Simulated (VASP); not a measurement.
Runs of VASP 6.6.1 on WC. The structure is that of space group Fm-3m (No. 225), or close to it. The cells are those of the table. 

```csv
cell,gap on the mesh (eV),pressure (GPa)
"a = 3.101 Å, angles 60.0°, 2 atoms",none,(b)
"a = 3.121 Å, angles 60.0°, 2 atoms",none,(a)
"a = 3.162 Å, angles 60.0°, 2 atoms",none,-22.3
"a = 3.038 Å, angles 60.0°, 2 atoms",none,22.3
"a = 3.080 Å, angles 60.0°, 2 atoms",none,4.1
```

Alike in all rows: task single point; level r2SCAN; potentials or basis VASP PAW PBE potentials, release 64 (W_sv, C); no spin polarisation; k mesh 11 × 11 × 11; cutoff (eV) 520; smearing methfessel-paxton 0.1 eV.

Fill in the values left out.

(a) -10.5; (b) -3.6.

Caveats: the PAW data sets were made with another functional, which shifts forces and pressure a little; spin-orbit coupling is left out, which moves the levels of the heavy elements.

A k mesh can miss the band edges, and the runs leave out spin-orbit coupling on W.

A gap of «none» marks levels without a gap at the run's occupations.
